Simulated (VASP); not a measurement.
A run of VASP 6.6.1 is set up as follows.

POSCAR

```
WSe
1.0
    3.1305325227      0.0000000000      0.0000000000
    0.0000000000      3.1305325227      0.0000000000
    0.0000000000      0.0000000000      3.1305325227
W Se
1 1
Direct
    0.0000000000      0.0000000000      0.0000000000
    0.5000000000      0.5000000000      0.5000000000
```

Contents of INCAR.step1:

```
ALGO = Normal ; EDIFF = 1E-4
ENCUT = 520 ; GGA = PE
ISMEAR = 0 ; ISPIN = 2
LASPH = T ; LCHARG = F
LMAXMIX = 4 ; LREAL = F
LWAVE = T ; MAGMOM = 1.84 -0.19
NBANDS = 21 ; NELM = 150
PREC = Accurate ; SIGMA = 0.1
```

Contents of INCAR.step2:

```
ALGO = Normal ; EDIFF = 1E-6
ENCUT = 520 ; ISIF = 2
ISMEAR = 0 ; ISPIN = 2
ISTART = 1 ; LASPH = T
LCHARG = F ; LMAXMIX = 4
LMIXTAU = T ; LORBIT = 11
LREAL = F ; LWAVE = F
MAGMOM = 1.84 -0.19 ; METAGGA = R2SCAN
NBANDS = 21 ; NELM = 150
PREC = Accurate ; SIGMA = 0.1
```

The input KPOINTS:

```
k-points
0
Gamma
  6 6 6
```

Potentials or basis: VASP PAW PBE potentials, release 64 (W_sv, Se).

The run is started by

```sh
$ cat potpaw_PBE.64/W_sv/POTCAR potpaw_PBE.64/Se/POTCAR > POTCAR
$ cp INCAR.step1 INCAR
$ mpirun -np 1 vasp_std > vasp.out
$ cp INCAR.step2 INCAR
$ mpirun -np 1 vasp_std > vasp.out
```

Question: What does it give for the pressure?

Answer: 0.7 GPa.

Question: Estimate the net moment.

Answer: 0.00 μB per cell.

Question: Estimate the band gap on the k mesh.

Answer: Zero (filled and empty bands overlap).

Caveat: the PAW data sets were made with another functional, which shifts forces and pressure a little; spin-orbit coupling is left out, which moves the levels of the heavy elements.
